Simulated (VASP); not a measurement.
Runs of VASP 6.6.1 on Rh. The structure is that of space group P6_3/mmc (No. 194), or close to it. The cells are those of the table. 

```csv
cell,gap on the mesh (eV),pressure (GPa)
"a = 2.767, b = 2.767, c = 4.487 Å, angles 90.0, 90.0, 120.0°, 2 atoms",none,-21.5
"a = 2.749, b = 2.749, c = 4.458 Å, angles 90.0, 90.0, 120.0°, 2 atoms",none,(a)
"a = 2.675, b = 2.675, c = 4.338 Å, angles 90.0, 90.0, 120.0°, 2 atoms",none,(b)
"a = 2.713, b = 2.713, c = 4.399 Å, angles 90.0, 90.0, 120.0°, 2 atoms",none,-9.2
"a = 2.731, b = 2.731, c = 4.428 Å, angles 90.0, 90.0, 120.0°, 2 atoms",none,-13.8
```

Alike in all rows: task single point; level PBEsol; potentials or basis VASP PAW PBE potentials, release 64 (Rh_pv); no spin polarisation; k mesh 12 × 12 × 7; cutoff (eV) 520; smearing gaussian 0.1 eV.

Question: Estimate the missing entries.

Answer: (a) -18.0; (b) 2.2.

Caveats: the PAW data sets were made with another functional, which shifts forces and pressure a little.

A k mesh can miss the band edges, and the runs leave out spin-orbit coupling on Rh.

A gap of «none» marks levels without a gap at the run's occupations.
